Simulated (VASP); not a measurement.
# Cr: relaxation of shape and atoms at fixed volume with PBE

Cr:

```
CELL_PARAMETERS angstrom
2.09975 0.00000 0.00000
-1.04988 1.81844 0.00000
0.00000 0.00000 3.74865
ATOMIC_POSITIONS crystal
Cr 0.33333 0.66667 0.25000
Cr 0.66667 0.33333 0.75000
```

```
Program                : VASP 6.6.1
Task                   : relaxation of shape and atoms at fixed volume
Functional             : PBE
Potentials or basis    : VASP PAW PBE potentials, release 64 (Cr_pv)
Cutoff                 : 600 eV
k mesh                 : 17 × 17 × 9
Occupations            : fermi-dirac, width 0.1 eV
Spin                   : no spin polarisation
Dipole correction      : no
Further INCAR settings : ALGO = Normal; EDIFF = 1e-06; IBRION = 2; EDIFFG = -0.005; NSW = 50; ISIF = 4
```

The energy gained by relaxing is 27.2 meV/atom and the ionic steps are 20. The pressure after relaxing is 327.3 GPa. The band gap on the k mesh is zero (band 12 reaches 20.86 eV, above the bottom of band 13 at 17.91 eV).

The path:
```csv
step,energy change (eV),largest force (eV/Å),pressure (GPa),volume (Å³)
1,0.0000,0.0000,333.79,14.31
2,-0.0543,0.0000,327.72,14.31
3,-0.0543,0.0000,327.69,14.31
4,-0.0543,0.0000,327.69,14.31
5,-0.0543,0.0000,327.70,14.31
6,-0.0543,0.0000,327.70,14.31
7,-0.0543,0.0000,327.70,14.31
8,-0.0543,0.0000,327.70,14.31
9,-0.0543,0.0000,327.69,14.31
10,-0.0543,0.0000,327.69,14.31
11,-0.0543,0.0000,327.69,14.31
12,-0.0543,0.0000,327.69,14.31
13,-0.0543,0.0000,327.69,14.31
14,-0.0543,0.0000,327.69,14.31
15,-0.0543,0.0000,327.68,14.31
16,-0.0543,0.0000,327.67,14.31
17,-0.0543,0.0000,327.64,14.31
18,-0.0543,0.0000,327.59,14.31
19,-0.0543,0.0000,327.51,14.31
20,-0.0544,0.0000,327.32,14.31
```

Final structure:
```
CELL_PARAMETERS angstrom
2.16047 0.00000 0.00000
-1.08023 1.87102 0.00000
0.00000 0.00000 3.54092
ATOMIC_POSITIONS crystal
Cr 0.33333 0.66667 0.25000
Cr 0.66667 0.33333 0.75000
```

Levels at points of the mesh, in eV from the Fermi level:
| k point | band 9 | band 10 | band 11 | band 12 | band 13 | band 14 | band 15 | band 16 |
| --- | --- | --- | --- | --- | --- | --- | --- | --- |
| (0.00, 0.00, 0.00) | -1.42 | -1.24 | -1.24 | -0.23 | -0.23 | 1.00 | 1.00 | 3.29 |

Run time: 2.2 min on 1 thread of Intel(R) Xeon(R) Platinum 8559C (Emerald Rapids), on a shared host, peak memory 0.16 GiB.

Caveat: the run has no spin polarisation, though such a crystal can be magnetic. Spin polarisation is off, so any magnetic state and its effect on volume and gap are missing.
